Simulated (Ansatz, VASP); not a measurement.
## One calculation of BiTe, two programs

```
CELL_PARAMETERS angstrom
0.00000 3.29970 3.23500
3.29970 0.00000 3.23500
3.29970 3.29970 0.00000
ATOMIC_POSITIONS crystal
Bi 0.00000 0.00000 0.00000
Te 0.50000 0.50000 0.50000
```

Change from the starting cell: equal xx and yy strain of +2 %, crystal datasets.

Alike in both runs: task electric field gradients; functional LDA; k mesh 10 × 10 × 10; occupations fermi-dirac, width 0.08 eV; no spin polarisation.

|  | VASP | Ansatz |
| --- | --- | --- |
| version | VASP 6.6.1 | Ansatz 0.2.0 |
| potentials or method | VASP PAW LDA potentials, release 64 (Bi_d, Te), cutoff 520 eV | all-electron PAW with datasets made for the crystal, scalar-relativistic |

Ansatz gave:

```
pressure (GPa)                                                : -4.3
traceless stress, the component that is largest in VASP (GPa) : 0.80
size of Vzz on the site where it differs most (V/Å²)          : 34.2
```

**Question.** Which values does VASP return?

**Answer.** Pressure (GPa): -4.3; traceless stress, the component that is largest in VASP (GPa): 0.80; size of Vzz on the site where it differs most (V/Å²): 32.6.

LDA's correlation is that of Perdew and Zunger in VASP and of Perdew and Wang (1992) in Ansatz. Ansatz ran all-electron here, and VASP with PAW potentials.

Spin-orbit coupling is off throughout.
